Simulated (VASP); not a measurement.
A run of VASP 6.6.1:

Contents of INCAR:

```
SYSTEM = Al3Au
PREC     = Accurate       ! precision mode
ENCUT    = 520            ! plane-wave cutoff, eV
EDIFF    = 1E-7           ! SCF threshold, eV
ISMEAR   = -1             ! smearing method
SIGMA    = 0.05           ! smearing width, eV
LREAL    = .FALSE.        ! projectors in reciprocal space
LASPH    = .TRUE.         ! aspherical terms in the spheres
NELM     = 60             ! most SCF steps
ALGO     = Normal         ! electronic algorithm
ISIF     = 2              ! what is computed and relaxed
LWAVE    = .FALSE.        ! write WAVECAR
LCHARG   = .TRUE.         ! write CHGCAR
GGA      = PE             ! functional
LELF     = .TRUE.         ! ELF
LVHAR    = .TRUE.       
NBANDS   = 18             ! bands
```

KPOINTS

```
regular mesh
0
G
  9 9 9
  0 0 0
```

File POSCAR:

```
Al3Au
1.0
   -1.9839880723      1.9839880723      3.9737890086
    1.9839880723     -1.9839880723      3.9737890086
    1.9839880723      1.9839880723     -3.9737890086
Au Al
1 3
Direct
    0.0000000000      0.0000000000      0.0000000000
    0.5000000000      0.5000000000      0.0000000000
    0.2500000000      0.7500000000      0.5000000000
    0.7500000000      0.2500000000      0.5000000000
```

Potentials or basis: VASP PAW PBE potentials, release 64 (Au, Al).

Command:

```bash
$ cat potpaw_PBE.64/Au/POTCAR potpaw_PBE.64/Al/POTCAR > POTCAR
$ mpirun -np 1 vasp_std > vasp.out
```

Hardware: 1 thread of Intel Xeon 8259CL, on a shared host.

Q: How long does it take, and how much memory?

A: Run time: 110 s on 1 thread of Intel Xeon 8259CL (shared host), peak memory 0.25 GiB. Counts: scf iterations 14, k points 75.
